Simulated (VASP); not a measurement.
Input of a VASP 6.6.1 run:

Contents of INCAR:

```
SYSTEM = AlNi
PREC = Accurate
ENCUT = 520
EDIFF = 1E-6
ISMEAR = 1
SIGMA = 0.5
LREAL = .False.
LASPH = .True.
NELM = 100
ALGO = Fast
ISIF = 2
LWAVE = .False.
LCHARG = .True.
GGA = PS
LELF = .True.
LVHAR = .True.
NBANDS = 14
```

The input KPOINTS:

```
regular mesh
0
Gamma
  16 16 14
  0 0 0
```

Contents of POSCAR:

```
AlNi
1.0
    1.9386940000     -1.9531901500      0.0000000000
    1.9386940000      1.9531901500      0.0000000000
    0.0000000000      0.0000000000      3.0994300413
Al Ni
1 1
Direct
    0.0000000000      0.0000000000      0.0000000000
    0.5000000000      0.5000000000      0.5000000000
```

Potentials or basis: VASP PAW PBE potentials, release 64 (Al, Ni).

The run is started by

```console
$ cat potpaw_PBE.64/Al/POTCAR potpaw_PBE.64/Ni/POTCAR > POTCAR
$ mpirun -np 1 vasp_std > vasp.out
```

Q: Estimate the pressure.

A: 0.6 GPa.

Q: Estimate the band gap on the k mesh.

A: Zero (an odd number of electrons rules out a gap without spin polarisation).

Stress tensor (GPa, compression positive):
```
 3.48  0.00  0.00
 0.00  1.89  0.00
 0.00  0.00 -3.66
```

Caveat: the stress differs along the axes, from -4 to 3 GPa; so wide a smearing shifts energies and pressures; the PAW data sets were made with another functional, which shifts forces and pressure a little. Spin polarisation is off, so any magnetic state and its effect on volume and gap are missing.
